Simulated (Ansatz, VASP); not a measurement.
**One calculation of AlAs, two programs**

```
CELL_PARAMETERS angstrom
0.00000 2.83731 2.83731
2.83731 0.00000 2.83731
2.83731 2.83731 0.00000
ATOMIC_POSITIONS crystal
Al 0.00000 0.00000 0.00000
As 0.25000 0.25000 0.25000
```

Alike in both runs: task single point; functional PBEsol; k mesh 8 × 8 × 8; occupations gaussian, width 0.02 eV; no spin polarisation.

|  | VASP | Ansatz |
| --- | --- | --- |
| version | VASP 6.6.1 | Ansatz 0.2.0 |
| potentials or method | VASP PAW PBE potentials, release 64 (Al, As), cutoff 500 eV | scalar-relativistic, all-electron LAPW |

Ansatz gave:

| Property | Result |
| --- | --- |
| gap on the k mesh at the Fermi level (eV) | 1.34 |
| least direct gap on the mesh (eV) | 1.91 |
| pressure (GPa) | 0.0 |

Question: Estimate VASP's values.

Answer: gap on the k mesh at the Fermi level (eV): 1.33; least direct gap on the mesh (eV): 1.92; pressure (GPa): 0.3.

VASP's potentials were made for PBE, not for PBEsol. Ansatz ran all-electron here, and VASP with PAW potentials.
